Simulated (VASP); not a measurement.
Input of a VASP 6.6.1 run:

INCAR

```
SYSTEM = ZrB6
PREC = Accurate
ENCUT = 500
EDIFF = 1E-6
ISMEAR = 0
SIGMA = 0.1
LREAL = .False.
LASPH = .True.
NELM = 120
ALGO = Normal
ISIF = 2
LWAVE = .False.
LCHARG = .False.
GGA = PE
NBANDS = 24
GGA_COMPAT = .False.
```

KPOINTS

```
regular mesh
0
Gamma
  9 9 12
  0 0 0
```

File POSCAR:

```
ZrB6
1.0
    5.5203055263      0.0000000000      0.0000000000
   -2.7601527631      4.7807248224      0.0000000000
    0.0000000000      0.0000000000      3.1148572961
Zr B
1 6
Direct
    0.0000000000      0.0000000000      0.0000000000
    0.2291752666      0.4583505332      0.0000000000
    0.5416494668      0.7708247334      0.0000000000
    0.2291752666      0.7708247334      0.0000000000
    0.7708247334      0.5416494668      0.0000000000
    0.4583505332      0.2291752666      0.0000000000
    0.7708247334      0.2291752666      0.0000000000
```

Potentials or basis: VASP PAW PBE potentials, release 64 (Zr_sv, B).

The run is started by

```sh
$ cat potpaw_PBE.64/Zr_sv/POTCAR potpaw_PBE.64/B/POTCAR > POTCAR
$ mpirun -np 1 vasp_std > vasp.out
```

(1) Predict the band gap on the k mesh.

(2) What does it give for the pressure?

Results:

(1) zero (band 15 reaches 5.59 eV, above the bottom of band 16 at 3.96 eV).

(2) 0.0 GPa.
